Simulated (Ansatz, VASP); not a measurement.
Ba3S4: VASP beside Ansatz

The input INCAR:

```
SYSTEM = Ba3S4
  PREC = Accurate
  ENCUT = 600
  EDIFF = 1E-6
  ISMEAR = 0
  SIGMA = 0.1
  LREAL = .False.
  LASPH = .True.
  NELM = 80
  ALGO = Normal
  ISIF = 3
  LWAVE = .False.
  LCHARG = .False.
  GGA = PE
  IBRION = 2
  NSW = 100
  EDIFFG = -0.01
```

The input KPOINTS:

```
Automatic mesh
0
Gamma
  6 6 6
  0 0 0
```

Contents of POSCAR:

```
Ba3S4
1.0
    6.3686265104      0.0000000000      0.0000000000
    0.0000000000      6.3686265104      0.0000000000
    0.0000000000      0.0000000000      6.3686265104
Ba S
3 4
Direct
    0.5000000000      0.0000000000      0.0000000000
    0.0000000000      0.5000000000      0.0000000000
    0.0000000000      0.0000000000      0.5000000000
    0.0000000000      0.5000000000      0.5000000000
    0.5000000000      0.0000000000      0.5000000000
    0.5000000000      0.5000000000      0.0000000000
    0.0000000000      0.0000000000      0.0000000000
```

Input for Ansatz:

```yaml
crystal:
  lattice:
    - [6.3686265104, 0.0, 0.0]
    - [0.0, 6.3686265104, 0.0]
    - [0.0, 0.0, 6.3686265104]
  atoms:
    - { symbol: Ba, position: [0.5, 0.0, 0.0] }
    - { symbol: Ba, position: [0.0, 0.5, 0.0] }
    - { symbol: Ba, position: [0.0, 0.0, 0.5] }
    - { symbol: S, position: [0.0, 0.5, 0.5] }
    - { symbol: S, position: [0.5, 0.0, 0.5] }
    - { symbol: S, position: [0.5, 0.5, 0.0] }
    - { symbol: S, position: [0.0, 0.0, 0.0] }
basis:
  ecutwfc: 420
kpoints:
  mp_grid: { grid: [6, 6, 6] }
hamiltonian:
  xc: pbe
scf:
  occupations: { method: gaussian, width: 0.1 }
output:
  forces: true
  stress: true
  eigenvalues: true
  write_density: true
  write_potential: true
  elf: true
  volumetric_format: npy
relax:
  adjacent_minimum: "off"
  f_tol: 0.01
  max_steps: 80
  cell: { stress_tol: 0.05 }
```

Change from the starting cell: ordered vacancies on the cation sites of rock salt (Pm-3m, No. 221).

Alike in both runs: task relaxation of cell and atoms; functional PBE; k mesh 6 × 6 × 6; occupations gaussian, width 0.1 eV; no spin polarisation.

|  | VASP | Ansatz |
| --- | --- | --- |
| version | VASP 6.6.1 | Ansatz 0.2.0 |
| potentials or method | VASP PAW PBE potentials, release 64 (Ba_sv, S), cutoff 600 eV | scalar-relativistic, plane waves, PAW |
| valence electrons in the cell | 54 | 54 |

VASP gave:

```
gap on the k mesh at the Fermi level, each at its own relaxed structure (eV) : none
relaxed volume (Å³/atom)                                                     : 37.46
relaxed cell length with the largest relative difference (Å)                 : 6.401
```

What did Ansatz give for the same quantities?

gap on the k mesh at the Fermi level, each at its own relaxed structure (eV): none; relaxed volume (Å³/atom): 36.90; relaxed cell length with the largest relative difference (Å): 6.369.

A gap of «none» marks a metal or a gap that the smearing closes.

Spin-orbit coupling is off throughout.
